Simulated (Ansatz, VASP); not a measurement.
**Two plane-wave programs on AlGa3As4**

```xyz
8
Lattice="5.7300 0.0000 0.0000 0.0000 5.7300 0.0000 0.0000 0.0000 5.7300" Properties=species:S:1:pos:R:3 pbc="T T T"
Al    2.8650    2.8650    2.8650
Ga    2.8650    0.0000    0.0000
Ga    0.0000    0.0000    2.8650
Ga    0.0000    2.8650    0.0000
As    4.2938    1.4362    4.2938
As    4.2938    4.2938    1.4362
As    1.4362    1.4362    1.4362
As    1.4362    4.2938    4.2938
```

Alike in both runs: functional PBE; k mesh 4 × 4 × 4; occupations gaussian, width 0.1 eV; no spin polarisation.

Ansatz relaxed the structure, and its values are those at the end. VASP's run is a single point on that final structure, the one shown.

```csv
,VASP,Ansatz
version,VASP 6.6.1,Ansatz 0.2.0
potentials or method,"VASP PAW PBE potentials, release 64 (Al, Ga_d, As), cutoff 520 eV","scalar-relativistic, plane waves, PAW"
valence electrons in the cell,62,102
```

```csv
,VASP,Ansatz,Ansatz less VASP
gap on the k mesh at the Fermi level (eV),0.58,0.58,-0.003
least direct gap on the mesh (eV),0.58,0.58,-0.003
pressure (GPa),0.5,0.3,-0.18
rms of the force components (eV/Å),0.003,0.002,-0.0012
```

VASP's potentials hold 62 valence electrons a cell and Ansatz's 102, so a difference there can come from the potentials and not from the codes.
